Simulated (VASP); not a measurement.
Input of a VASP 6.6.1 run:

Contents of INCAR:

```
ALGO     = Normal         # electronic algorithm
EDIFF    = 1E-7           # SCF threshold, eV
ENCUT    = 520            # plane-wave cutoff, eV
GGA      = PE             # functional
ISIF     = 2              # what is computed and relaxed
ISMEAR   = 0              # smearing method
LASPH    = T              # aspherical terms in the spheres
LCHARG   = F              # write CHGCAR
LREAL    = F              # projectors in reciprocal space
LWAVE    = F              # write WAVECAR
NBANDS   = 25             # bands
NELM     = 60             # most SCF steps
PREC     = Accurate       # precision mode
SIGMA    = 0.1            # smearing width, eV
```

File KPOINTS:

```
k-points
0
Gamma
  4 4 4
```

Contents of POSCAR:

```
RbOs
1.0
    0.0000000000      3.8803760058      3.8803760058
    3.8803760058      0.0000000000      3.8803760058
    3.8803760058      3.8803760058      0.0000000000
Rb Os
2 2
Direct
    0.5000000000      0.5000000000      0.5000000000
    0.7500000000      0.7500000000      0.7500000000
    0.0000000000      0.0000000000      0.0000000000
    0.2500000000      0.2500000000      0.2500000000
```

Potentials or basis: VASP PAW PBE potentials, release 64 (Rb_sv, Os).

Run with:

```bash
$ cat potpaw_PBE.64/Rb_sv/POTCAR potpaw_PBE.64/Os/POTCAR > POTCAR
$ mpirun -np 1 vasp_std > vasp.out
```

Q: What does it give for the band gap on the k mesh?

A: Zero (bands 17 and 18 overlap by 0.24 eV).

Q: Predict the pressure.

A: -7.5 GPa.

Caveat: the cell stands under tension; spin-orbit coupling is left out, which moves the levels of the heavy elements.
